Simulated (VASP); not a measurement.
Input of a VASP 6.6.1 run:

Contents of INCAR:

```
SYSTEM = Te
  PREC = Accurate
  ENCUT = 600
  EDIFF = 1E-6
  ISMEAR = -1
  SIGMA = 0.05
  LREAL = .False.
  LASPH = .True.
  NELM = 80
  ALGO = Normal
  ISIF = 3
  LWAVE = .False.
  LCHARG = .False.
  GGA = PE
  IVDW = 12
  IBRION = 2
  NSW = 80
  EDIFFG = -0.01
  PSTRESS = 200.0
```

File KPOINTS:

```
Automatic mesh
0
Gamma
  6 6 3
  0 0 0
```

File POSCAR:

```
Te
1.0
    3.3300000000      0.0000000000      0.0000000000
   -1.6650000000      2.8838645946      0.0000000000
    0.0000000000      0.0000000000      5.4378900000
Te
2
Direct
    0.3333333333      0.6666666667      0.2500000000
    0.6666666667      0.3333333333      0.7500000000
```

Potentials or basis: VASP PAW PBE potentials, release 64 (Te).

The run is started by

```bash
$ cat potpaw_PBE.64/Te/POTCAR > POTCAR
$ mpirun -np 1 vasp_std > vasp.out
```

(1) What does it give for the dispersion energy per atom?

(2) What does it give for the relaxed cell?

Answers

(1) -0.665 eV.

(2) a = 3.201 Å, b = 3.201 Å, c = 4.944 Å, α = 90.00°, β = 90.00°, γ = 120.00°.

Caveat: the k points lie up to 0.42 Å⁻¹ apart in the final cell; the cell is relaxed towards a set pressure, so the enthalpy falls and the energy may rise.
